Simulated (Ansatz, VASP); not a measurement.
**Mo in VASP and in Ansatz**

```
Mo
1.0
     2.73551    0.00000    0.00000
    -1.36776    2.36902    0.00000
     0.00000    0.00000    2.55518
Mo
1
Direct
  0.00000 0.00000 0.50000
```

Alike in both runs: task relaxation of cell and atoms; functional PBEsol; dispersion D3(BJ); k mesh 12 × 12 × 11; no spin polarisation.

```csv
,VASP,Ansatz
version,VASP 6.6.1,Ansatz 0.2.0
potentials or method,"VASP PAW PBE potentials, release 64 (Mo_sv)","plane waves, PAW"
plane-wave cutoff (eV),600,420
occupations,"fermi-dirac, width 0.1 eV",fermi-dirac
valence electrons in the cell,14,14
```

Ansatz gave:

```
relaxed volume (Å³/atom)                                     : 15.72
relaxed cell length with the largest relative difference (Å) : 2.447
```

**Question.** Estimate VASP's values.

**Answer.** Relaxed volume (Å³/atom): 15.77; relaxed cell length with the largest relative difference (Å): 2.451.

VASP's potentials were made for PBE, not for PBEsol.
